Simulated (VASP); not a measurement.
# H2 in VASP: a series of runs

The runs below take H2 through single point, with PBE+D4.

Everything below comes from runs of VASP 6.6.1. Logs are shortened: lines on timing, memory, paths and dates and some standing lists are left out, and cuts for length are marked.

### 1 The cell of the first run

The cell holds a molecule in a box, 2 atoms: a = 10.000 Å, b = 10.000 Å, c = 10.000 Å, α = 90.00°, β = 90.00°, γ = 90.00°.

### 2 Single point, PBE+D4

INCAR reads:

```
  ALGO = Normal
  EDIFF = 1E-6
  ENCUT = 400
  GGA = PE
  GGA_COMPAT = F
  ISIF = 2
  ISMEAR = 0
  IVDW = 13
  LASPH = T
  LCHARG = F
  LREAL = F
  LWAVE = F
  NBANDS = 8
  NELM = 120
  NELMDL = -8
  PREC = Accurate
  SIGMA = 0.02
```

KPOINTS reads:

```
k-points
0
Gamma
  1 1 1
```

POSCAR reads:

```
H
1.0
   10.0000000000      0.0000000000      0.0000000000
    0.0000000000     10.0000000000      0.0000000000
    0.0000000000      0.0000000000     10.0000000000
H
2
Direct
    0.5000000000      0.5000000000      0.4500000000
    0.5000000000      0.5000000000      0.5500000000
```

Potentials or basis: VASP PAW PBE potentials, release 64 (H).

Run with:

```bash
$ cat potpaw_PBE.64/H/POTCAR > POTCAR
$ mpirun -np 1 vasp_gam > vasp.out
```

OUTCAR:

```text
EDIFF = 1E-6
   ENCUT = 400
   GGA = PE
   ISIF = 2
   ISMEAR = 0
   IVDW = 13
   LASPH = T
   LREAL = F
   NELM = 120
   NELMDL = -8
   PREC = Accurate

 ion  position               nearest neighbor table
   1  0.500  0.500  0.450-
   2  0.500  0.500  0.550-

  LATTYP: Found a simple cubic cell.
 ALAT       =    10.0000000000

  Lattice vectors:

 A1 = (  10.0000000000,   0.0000000000,   0.0000000000)
 A2 = (   0.0000000000,  10.0000000000,   0.0000000000)
 A3 = (   0.0000000000,   0.0000000000,  10.0000000000)

Analysis of symmetry for initial positions (statically):
=====================================================================
 Subroutine PRICEL returns:
 Original cell was already a primitive cell.

 Routine SETGRP: Setting up the symmetry group for a
 simple cubic supercell.

 Subroutine GETGRP returns: Found 16 space group operations
 (whereof 16 operations were pure point group operations)
 out of a pool of 48 trial point group operations.

The static configuration has the point symmetry D_4h.

Analysis of symmetry for dynamics (positions and initial velocities):
=====================================================================
 Subroutine PRICEL returns:
 Original cell was already a primitive cell.

 Routine SETGRP: Setting up the symmetry group for a
 simple cubic supercell.

 Subroutine GETGRP returns: Found 16 space group operations
 (whereof 16 operations were pure point group operations)
 out of a pool of 48 trial point group operations.

The dynamic configuration has the point symmetry D_4h.

 Subroutine INISYM returns: Found 16 space group operations
 (whereof 16 operations are pure point group operations),
 and found     1 'primitive' translations

----------------------------------------------------------------------------------------

                                     Primitive cell

  volume of cell :    1000.0000

  direct lattice vectors                    reciprocal lattice vectors
    10.000000000  0.000000000  0.000000000     0.100000000  0.000000000  0.000000000
     0.000000000 10.000000000  0.000000000     0.000000000  0.100000000  0.000000000
     0.000000000  0.000000000 10.000000000     0.000000000  0.000000000  0.100000000

  length of vectors
    10.000000000 10.000000000 10.000000000     0.100000000  0.100000000  0.100000000

  position of ions in fractional coordinates (direct lattice)
     0.500000000  0.500000000  0.450000000
     0.500000000  0.500000000  0.550000000

  ion indices of the primitive-cell ions
   primitive index   ion index
                 1           1
                 2           2

----------------------------------------------------------------------------------------

 KPOINTS: k-points

Automatic generation of k-mesh.
 Grid dimensions read from file:
 generate k-points for:    1    1    1

 Generating k-lattice:

  Cartesian coordinates                     Fractional coordinates (reciprocal lattice)
     0.100000000  0.000000000  0.000000000     1.000000000  0.000000000  0.000000000
     0.000000000  0.100000000  0.000000000     0.000000000  1.000000000  0.000000000
     0.000000000  0.000000000  0.100000000     0.000000000  0.000000000  1.000000000

  Length of vectors
     0.100000000  0.100000000  0.100000000

  Shift w.r.t. Gamma in fractional coordinates (k-lattice)
     0.000000000  0.000000000  0.000000000

 Subroutine IBZKPT returns following result:
 ===========================================

 Found      1 irreducible k-points:

 Following reciprocal coordinates:
            Coordinates               Weight
  0.000000  0.000000  0.000000      1.000000
   k-points           NKPTS =      1   k-points in BZ     NKDIM =      1   number of bands    NBANDS=      8
   number of dos      NEDOS =    301   number of ions     NIONS =      2
   total plane-waves  NPLWV = 343000
   dimension x,y,z NGX =    70 NGY =   70 NGZ =   70
   dimension x,y,z NGXF=   140 NGYF=  140 NGZF=  140
   ions per type =               2
   NGX,Y,Z   is equivalent  to a cutoff of  11.64, 11.64, 11.64 a.u.
   NGXF,Y,Z  is equivalent  to a cutoff of  23.27, 23.27, 23.27 a.u.
 SYSTEM =  unknown system
   PREC   = accura    normal or accurate (medium, high low for compatibility)
   ISTART =      0    job   : 0-new  1-cont  2-samecut
   ICHARG =      2    charge: 1-file 2-atom 10-const
   ISPIN  =      1    spin polarized calculation?
   LNONCOLLINEAR =      F non collinear calculations
   LSORBIT =      F    spin-orbit coupling
   LASPH  =      T    aspherical Exc in radial PAW
   ENCUT  =  400.0 eV  29.40 Ry    5.42 a.u.  16.31 16.31 16.31*2*pi/ulx,y,z
   NELM   =    120;   NELMIN=  2; NELMDL= -8     # of ELM steps
   EDIFF  = 0.1E-05   stopping-criterion for ELM
   LREAL  =      F    real-space projection
   EDIFFG = 0.1E-04   stopping-criterion for IOM
   NSW    =      0    number of steps for IOM
   IBRION =     -1    ionic relax: 0-MD 1-quasi-New 2-CG
   NFREE  =      0    steps in history (QN), initial steepest desc. (CG)
   ISIF   =      2    stress and relaxation
   ISYM   =      2    0-nonsym 1-usesym 2-fastsym
   POTIM  = 0.5000    time-step for ionic-motion
   TEBEG  =    0.0;   TEEND  =   0.0 temperature during run
   PSTRESS=    0.0 pullay stress
   NELECT =       2.0000    total number of electrons
   NUPDOWN=      -1.0000    fix difference up-down
   EMIN   =  10.00;   EMAX   =-10.00  energy-range for DOS
   EFERMI =   0.00;   METHOD = LEGACY
   ISMEAR =     0;   SIGMA  =   0.02  broadening in eV -4-tet -1-fermi 0-gaus
   EFERMI_NEDOS =   21; number of points for ismear=-14 and -15
   IALGO  =     38    algorithm
   IMIX   =      4    mixing-type and parameters
     AMIX     =   0.40;   BMIX     =  1.00
     AMIX_MAG =   1.60;   BMIX_MAG =  1.00
  volume/ion in A,a.u.               =     500.00      3374.17
  Fermi-wavevector in a.u.,A,eV,Ry     =   0.206261  0.389778  0.578844  0.042544
  Thomas-Fermi vector in A             =   0.968418
   LORBIT       =      0    0 simple, 1 ext, 2 COOP (PROOUT), +10 PAW based schemes
   GGA     = PE    functional components
   LHFCALC =     F    Hartree Fock is set to
   AEXX    =    0.0000 exact exchange contribution
   IVDW    =    13    specifies the selected vdW correction
   LEPSILON=     F    determine dielectric tensor
   LRPA    =     F    only Hartree local field effects (RPA)
 non-spin polarized calculation
 Gauss-broadening in eV      SIGMA  =   0.02
  energy-cutoff  :      400.00
  volume of cell :     1000.00
 maximum number of plane-waves:      9019
 NGX is ok and might be reduce to    70
   NGX = 33   NGY = 33   NGZ = 33

 number of electron       2.0000005 magnetization

 Free energy of the ion-electron system (eV)
  ---------------------------------------------------
  ext. energy  EPLUGINS =         0.00000000
  ---------------------------------------------------
  free energy    TOTEN  =        -6.09894766 eV

  energy without entropy =       -6.09894766  energy(sigma->0) =       -6.09894766

 E-fermi :  -9.1973     XC(G=0):  -0.4347

 val. band max:       -9.2949765161   @ k =   0.0000   0.0000   0.0000
 cond. band min:      -0.6969389360   @ k =   0.0000   0.0000   0.0000
 fundamental gap:      8.5980375801
 Fermi energy:        -9.1973319707

 k-point     1 :       0.0000    0.0000    0.0000
  band No.  band energies     occupation
      1      -9.2950      2.00000
      2      -0.6969      0.00000
      3      -0.1872      0.00000
      4       0.8482      0.00000
      5       0.8482      0.00000
      6       1.3028      0.00000
      7       1.3470      0.00000
      8       1.4058      0.00000

------------------------ aborting loop because EDIFF is reached ----------------------------------------

  DFT-D4 for vdW energy calculation

  Edisp (eV):   -0.00509

  FORCE on cell =-STRESS in cart. coord.  units (eV):
  Direction    XX          YY          ZZ          XY          YZ          ZX
  --------------------------------------------------------------------------------------
  -------------------------------------------------------------------------------------
  Total      -0.10078    -0.10078    -4.27851    -0.00000    -0.00000     0.00000
  in kB      -0.16147    -0.16147    -6.85493    -0.00000    -0.00000     0.00000
  external pressure =       -2.39 kB  Pullay stress =        0.00 kB

 VOLUME and BASIS-vectors are now :
 -----------------------------------------------------------------------------
  energy-cutoff  :      400.00
  volume of cell :     1000.00
      direct lattice vectors                 reciprocal lattice vectors
    10.000000000  0.000000000  0.000000000     0.100000000  0.000000000  0.000000000
     0.000000000 10.000000000  0.000000000     0.000000000  0.100000000  0.000000000
     0.000000000  0.000000000 10.000000000     0.000000000  0.000000000  0.100000000

 POSITION                                       TOTAL-FORCE (eV/Angst)
 -----------------------------------------------------------------------------------
      5.00000      5.00000      4.50000        -0.000000      0.000000      4.197154
      5.00000      5.00000      5.50000         0.000000     -0.000000     -4.197154
 -----------------------------------------------------------------------------------
    total drift:                                0.000000      0.000000      0.000000

  FREE ENERGIE OF THE ION-ELECTRON SYSTEM (eV)
  ---------------------------------------------------
  free  energy   TOTEN  =        -6.1040377173 eV

  energy  without entropy=       -6.1040377173  energy(sigma->0) =       -6.10403772
```

Run time: 31 s. Hardware: 1 thread of AMD EPYC 7R43 (Zen 3), shared host; peak memory 0.57 GiB.

Results:

* Free energy: -6.1040 eV
* Largest force: 4.197 eV/Å
* Gap between the frontier levels: 8.60 eV
* Dispersion energy per atom: -0.003 eV

Forces on the atoms (eV/Å):
```
H    0.000  0.000  4.197
H    0.000  0.000 -4.197
```

### 3 Single point, PBE+D4

INCAR reads:

```
SYSTEM = H
PREC = Accurate
ENCUT = 400
EDIFF = 1E-6
ISMEAR = 0
SIGMA = 0.02
LREAL = .False.
LASPH = .True.
NELM = 120
ALGO = Normal
ISIF = 2
LWAVE = .False.
LCHARG = .False.
GGA = PE
IVDW = 13
NBANDS = 8
GGA_COMPAT = .False.
NELMDL = -8
```

KPOINTS reads:

```
Automatic mesh
0
Gamma
  1 1 1
  0 0 0
```

POSCAR reads:

```
H
1.0
   10.0000000000      0.0000000000      0.0000000000
    0.0000000000     10.0000000000      0.0000000000
    0.0000000000      0.0000000000     10.0000000000
H
2
Direct
    0.5000000000      0.5000000000      0.4450000000
    0.5000000000      0.5000000000      0.5550000000
```

Potentials or basis: VASP PAW PBE potentials, release 64 (H).

Run with:

```bash
$ cat potpaw_PBE.64/H/POTCAR > POTCAR
$ mpirun -np 1 vasp_gam > vasp.out
```

Wall time 29 s (1 thread of AMD EPYC 7R43 (Zen 3), shared host); peak memory 0.57 GiB.

The run converged. Its results:

| Property | Result |
| --- | --- |
| Free energy | -5.6607 eV |
| Largest force | 4.601 eV/Å |
| Gap between the frontier levels | 7.74 eV |
| Dispersion energy per atom | -0.003 eV |

Forces on the atoms (eV/Å):
```
H    0.000  0.000  4.601
H    0.000  0.000 -4.601
```

Levels at points of the mesh, in eV from the valence-band top:
```csv
k point,band 1,band 2,band 3,band 4,band 5
"(0.00, 0.00, 0.00)",0.00,7.74,8.79,9.79,9.79
```
